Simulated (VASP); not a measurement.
A run of VASP 6.6.1:

The input POSCAR:

```
Cs2NdH4
1.0
    0.0000000000      4.4772187100      0.0000000000
    4.4772187100      0.0000000000      0.0000000000
    2.2386093600      2.2386093600     -7.6424617200
Cs H Nd
2 4 1
Direct
    0.3580000000      0.3580000000      0.2840000000
    0.6420000000      0.6420000000      0.7160000000
    0.5000000000      0.0000000000      0.0000000000
    0.0000000000      0.5000000000      0.0000000000
    0.1370000000      0.1370000000      0.7260000000
    0.8630000000      0.8630000000      0.2740000000
    0.0000000000      0.0000000000      0.0000000000
```

File INCAR.step1:

```
SYSTEM = Cs2NdH4
PREC = Accurate
ENCUT = 520
EDIFF = 1E-7
ISMEAR = 1
SIGMA = 0.0251
LREAL = .False.
LASPH = .True.
NELM = 100
ALGO = Normal
ISIF = 2
LWAVE = .False.
LCHARG = .True.
LMAXMIX = 6
GGA = PE
NBANDS = 27
```

File KPOINTS.step1:

```
Automatic mesh
0
Gamma
  5 5 5
  0 0 0
```

INCAR.step2

```
SYSTEM = Cs2NdH4
PREC = Accurate
ENCUT = 520
EDIFF = 1E-7
ISMEAR = -5
SIGMA = 0.0251
LREAL = .False.
LASPH = .True.
NELM = 100
ALGO = Normal
ISIF = 2
LWAVE = .False.
LCHARG = .False.
LMAXMIX = 6
GGA = PE
LORBIT = 11
NBANDS = 27
NEDOS = 1001
ICHARG = 11
```

File KPOINTS.step2:

```
Automatic mesh
0
Gamma
  8 8 8
  0 0 0
```

Potentials or basis: VASP PAW PBE potentials, release 64 (Cs_sv, H, Nd).

Command:

```console
$ cat potpaw_PBE.64/Cs_sv/POTCAR potpaw_PBE.64/H/POTCAR potpaw_PBE.64/Nd/POTCAR > POTCAR
$ cp INCAR.step1 INCAR
$ cp KPOINTS.step1 KPOINTS
$ mpirun -np 1 vasp_std > vasp.out
$ cp INCAR.step2 INCAR
$ cp KPOINTS.step2 KPOINTS
$ mpirun -np 1 vasp_std > vasp.out
```

Hardware: 1 thread of Intel(R) Xeon(R) Platinum 8259CL CPU @ 2.50GHz (Skylake/Cascade Lake), on a shared host.

Problem. Estimate the wall time of this run.

Solution. Run time: 7.6 min on 1 thread of Intel(R) Xeon(R) Platinum 8259CL CPU @ 2.50GHz (Skylake/Cascade Lake), on a shared host, peak memory 0.44 GiB. Counts: k points 59.
